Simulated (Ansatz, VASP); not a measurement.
**Two plane-wave programs on Si**

```
Si
1.0
     3.90879    0.00000    0.00000
    -1.95439    3.38511    0.00000
     0.00000    0.00000    5.94879
Si
4
Cartesian
  0.0000 2.2567 0.4317
  1.9544 1.1284 3.4061
  0.0000 2.2567 2.5426
  1.9544 1.1284 5.5170
```

Alike in both runs: task single point; functional LDA; k mesh 12 × 12 × 6; occupations gaussian, width 0.03 eV; no spin polarisation.

|  | VASP | Ansatz |
| --- | --- | --- |
| version | VASP 6.6.1 | Ansatz 0.2.0 |
| potentials or method | VASP PAW LDA potentials, release 64 (Si), cutoff 520 eV | scalar-relativistic, plane waves, PAW |
| valence electrons in the cell | 16 | 16 |

Ansatz gave:

* gap on the k mesh at the Fermi level (eV): none
* pressure (GPa): 3.6
* traceless stress, the component that is largest in VASP (GPa): 23.31
* rms of the force components (eV/Å): 2.073

Problem. Estimate VASP's values.

Solution. gap on the k mesh at the Fermi level (eV): none; pressure (GPa): 3.6; traceless stress, the component that is largest in VASP (GPa): 23.33; rms of the force components (eV/Å): 2.068.

Ansatz warns that its potentials were made for another functional, while VASP's fit it. LDA's correlation is that of Perdew and Zunger in VASP and of Perdew and Wang (1992) in Ansatz. Atom by atom the forces differ by 0.005 eV/Å (rms over components). A gap of «none» marks a metal or a gap that the smearing closes.
